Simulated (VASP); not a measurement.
AgRh:

```
Ag Rh
1.0
     2.77759    0.00000    0.00000
    -1.38879    2.40546    0.00000
     0.00000    0.00000    4.80860
Ag Rh
1 1
Direct
  0.00000 0.00000 0.50000
  0.66667 0.33333 0.00000
```

Base run:

| Quantity | Value |
| --- | --- |
| Program | VASP 6.6.1 |
| Functional | BLYP |
| Potentials or basis | VASP PAW PBE potentials, release 64 (Ag, Rh_pv) |
| Cutoff | 500 eV |
| k mesh | 9 × 9 × 5 |
| Occupations | fermi-dirac, width 0.1 eV |
| Spin | no spin polarisation |

Its results: band gap on the k mesh zero (band 13 reaches 10.30 eV, above the bottom of band 14 at 9.21 eV); pressure 7.5 GPa.

**Question.** The run is repeated on the same cell with these changes: functional from BLYP to revPBE. What comes out?

**Answer.** Band gap on the k mesh zero (band 13 reaches 9.86 eV, above the bottom of band 14 at 8.77 eV); pressure 1.0 GPa.

Caveats: the PAW data sets were made with another functional, which shifts forces and pressure a little.
